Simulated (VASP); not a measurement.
# ZnMo3 in VASP: further runs, part 2 of 2

VASP 6.6.1. The steps go on from the part before.

## 5. Single point, PBE (atoms moved at random)

INCAR reads:

```
PREC     = Accurate       # precision mode
ENCUT    = 520            # plane-wave cutoff, eV
EDIFF    = 1E-6           # SCF threshold, eV
ISMEAR   = -1             # smearing method
SIGMA    = 0.05           # smearing width, eV
LREAL    = False          # projectors in reciprocal space
LASPH    = True           # aspherical terms in the spheres
NELM     = 60             # most SCF steps
ALGO     = Fast           # electronic algorithm
ISIF     = 2              # what is computed and relaxed
LWAVE    = False          # write WAVECAR
LCHARG   = False          # write CHGCAR
GGA      = PE             # functional
NBANDS   = 35             # bands
```

KPOINTS reads:

```
Automatic mesh
0
Gamma
  7 7 7
```

POSCAR reads:

```
ZnMo3
1.0
    3.9431540000      0.0000000000      0.0000000000
    0.0000000000      3.9431540000      0.0000000000
    0.0000000000      0.0000000000      3.9431540000
Mo Zn
3 1
Direct
    0.4883810000      0.5005340000     -0.0000980000
    0.5046530000     -0.0060050000      0.5015940000
   -0.0012770000      0.5056620000      0.4845570000
   -0.0020950000      0.0024200000     -0.0068160000
```

Potentials or basis: VASP PAW PBE potentials, release 64 (Mo_sv, Zn).

Command:

```sh
> cat potpaw_PBE.64/Mo_sv/POTCAR potpaw_PBE.64/Zn/POTCAR > POTCAR
> mpirun -np 1 vasp_std > vasp.out
```

OUTCAR:

```text
PREC = Accurate
   ENCUT = 520
   EDIFF = 1E-6
   ISMEAR = -1
   LREAL = False
   LASPH = True
   NELM = 60
   ISIF = 2
   GGA = PE

 ion  position               nearest neighbor table
   1  0.488  0.501  1.000-   3 2.72   4 2.76   2 2.77   4 2.77   3 2.78   2 2.78   2 2.80   3 2.80
                             4 2.81   2 2.81   4 2.82   3 2.86
   2  0.505  0.994  0.502-   3 2.74   4 2.75   1 2.77   3 2.77   1 2.78   4 2.78   4 2.79   1 2.80
                             3 2.81   1 2.81   4 2.83   3 2.84
   3  0.999  0.506  0.485-   1 2.72   2 2.74   4 2.76   4 2.77   2 2.77   1 2.78   1 2.80   4 2.80
                             2 2.81   4 2.82   2 2.84   1 2.86
   4  0.998  0.002  0.993-   2 2.75   3 2.76   1 2.76   1 2.77   3 2.77   2 2.78   2 2.79   3 2.80
                             1 2.81   1 2.82   3 2.82   2 2.83

  LATTYP: Found a simple cubic cell.
 ALAT       =     3.9431540000

  Lattice vectors:

 A1 = (   3.9431540000,   0.0000000000,   0.0000000000)
 A2 = (   0.0000000000,   3.9431540000,   0.0000000000)
 A3 = (   0.0000000000,   0.0000000000,   3.9431540000)

Analysis of symmetry for initial positions (statically):
=====================================================================
 Subroutine PRICEL returns:
[... 172 lines left out ...]
  free energy    TOTEN  =       -33.15670591 eV

  energy without entropy =      -33.12759866  energy(sigma->0) =      -33.14215228

 E-fermi :  10.2098     XC(G=0): -13.0328

 val. band max:       10.2084370804   @ k =  -0.2857   0.4286   0.0000
 cond. band min:      10.2166871160   @ k =   0.0000   0.4286   0.2857
 fundamental gap:      0.0082500357
 Fermi energy:        10.2098379714

 k-point     1 :       0.0000    0.0000    0.0000
  band No.  band energies     occupation
      1     -50.8144      2.00000
      2     -50.5513      2.00000
      3     -50.5432      2.00000
      4     -25.2729      2.00000
      5     -25.2652      2.00000
      6     -25.2611      2.00000
[... 901 lines left out ...]
     34      14.1200      0.00000
     35      15.6404      0.00000

 [... further k-points ...]
[... 5 lines left out ...]
  --------------------------------------------------------------------------------------
  -------------------------------------------------------------------------------------
  Total       -0.1079990     -0.2108013     -0.1642977      0.0054100     -0.0232460      0.0293437
  in kB       -2.8222731     -5.5087452     -4.2934938      0.1413751     -0.6074726      0.7668209
  external PRESSURE =      -4.2081707 kB  Pullay stress =       0.0000000 kB

 VOLUME and BASIS-vectors are now :
 -----------------------------------------------------------------------------
  energy-cutoff  :      520.00
  volume of cell :       61.31
      direct lattice vectors                 reciprocal lattice vectors
     3.943154000  0.000000000  0.000000000     0.253604095  0.000000000  0.000000000
     0.000000000  3.943154000  0.000000000     0.000000000  0.253604095  0.000000000
     0.000000000  0.000000000  3.943154000     0.000000000  0.000000000  0.253604095

 POSITION                                       TOTAL-FORCE (eV/Angst)
 -----------------------------------------------------------------------------------
      1.92576      1.97368      3.94277         0.474466      0.019722     -0.150348
      1.98992      3.91948      1.97786        -0.371700      0.192114     -0.361314
      3.93812      1.99390      1.91068        -0.051609     -0.244908      0.522613
      3.93489      0.00954      3.91628        -0.051157      0.033073     -0.010951
 -----------------------------------------------------------------------------------
    total drift:                               -0.000168     -0.000227      0.000070

  FREE ENERGIE OF THE ION-ELECTRON SYSTEM (eV)
  ---------------------------------------------------
  free  energy   TOTEN  =       -33.1567059052 eV

  energy  without entropy=      -33.1275986607  energy(sigma->0) =      -33.14215228
```

OSZICAR:

```text
N       E                     dE             d eps       ncg     rms          rms(c)
DAV:   1     0.683611256335E+03    0.68361E+03   -0.31498E+04 12328   0.192E+03
DAV:   2     0.611546690206E+01   -0.67750E+03   -0.66254E+03 12610   0.542E+02
DAV:   3    -0.341246978839E+02   -0.40240E+02   -0.38480E+02 13996   0.135E+02
DAV:   4    -0.351642333621E+02   -0.10395E+01   -0.10244E+01 13902   0.192E+01
DAV:   5    -0.351763362823E+02   -0.12103E-01   -0.12088E-01 13540   0.231E+00    0.227E+01
RMM:   6    -0.333411795498E+02    0.18352E+01   -0.48993E+00 12149   0.158E+01    0.811E+00
RMM:   7    -0.332033901144E+02    0.13779E+00   -0.20179E+00 13371   0.873E+00    0.192E+00
RMM:   8    -0.331665774613E+02    0.36813E-01   -0.33869E-01 14365   0.402E+00    0.156E+00
RMM:   9    -0.331665429648E+02    0.34496E-04   -0.69327E-02 14968   0.146E+00    0.941E-01
RMM:  10    -0.331585711107E+02    0.79719E-02   -0.25234E-02 13986   0.102E+00    0.395E-01
RMM:  11    -0.331568606402E+02    0.17105E-02   -0.55323E-03 15065   0.441E-01    0.132E-01
RMM:  12    -0.331566880052E+02    0.17263E-03   -0.25974E-03 15138   0.238E-01    0.598E-02
RMM:  13    -0.331567074700E+02   -0.19465E-04   -0.53359E-04 16733   0.104E-01    0.409E-02
RMM:  14    -0.331567082430E+02   -0.77307E-06   -0.83394E-05 16735   0.562E-02    0.131E-02
RMM:  15    -0.331567062044E+02    0.20387E-05   -0.15979E-05 14462   0.222E-02    0.660E-03
RMM:  16    -0.331567059052E+02    0.29914E-06   -0.27719E-06 10837   0.115E-02
   1 F= -.33156706E+02 E0= -.33142152E+02  d E =-.291072E-01
```

stdout:

```text
POSCAR found type information on POSCAR MoZn
 POSCAR found :  2 types and       4 ions
 scaLAPACK will be used
 LDA part: xc-table for (Slater+PW92), standard interpolation
 POSCAR, INCAR and KPOINTS ok, starting setup
 FFT: planning ... GRIDC
 FFT: planning ... GRID_SOFT
 FFT: planning ... GRID
 WAVECAR not read
 entering main loop
```

Run time: 3.6 min. Hardware: 1 thread of Intel Xeon Platinum 8559C (Emerald Rapids), shared host; peak memory 0.39 GiB.

What came out:

```
Free energy            : -33.1567 eV
Pressure               : -0.4 GPa
Largest force          : 0.579 eV/Å
Band gap on the k mesh : zero (band 27 reaches 11.16 eV, above the bottom of band 28 at 9.71 eV)
```

Forces on the atoms (eV/Å):
```
Mo   0.474  0.020 -0.150
Mo  -0.372  0.192 -0.361
Mo  -0.052 -0.245  0.523
Zn  -0.051  0.033 -0.011
```

Caveat: the cell differs from its parent crystal (atoms moved at random).

## 6. Overview

```tsv
cell	gap on the mesh (eV)	pressure (GPa)
a = 3.969 Å, 4 atoms	none	-4.8
a = 3.995 Å, 4 atoms	none	-8.4
a = 4.020 Å, 4 atoms	none	-11.6
a = 3.943 Å, 4 atoms	none	-0.4
```

Alike in all rows: task single point; level PBE; potentials or basis VASP PAW PBE potentials, release 64 (Mo_sv, Zn); no spin polarisation; k mesh 7 × 7 × 7; cutoff (eV) 520; smearing fermi-dirac 0.05 eV.

Total energies depend on the potentials used, so only differences within one code and one set of settings carry meaning.
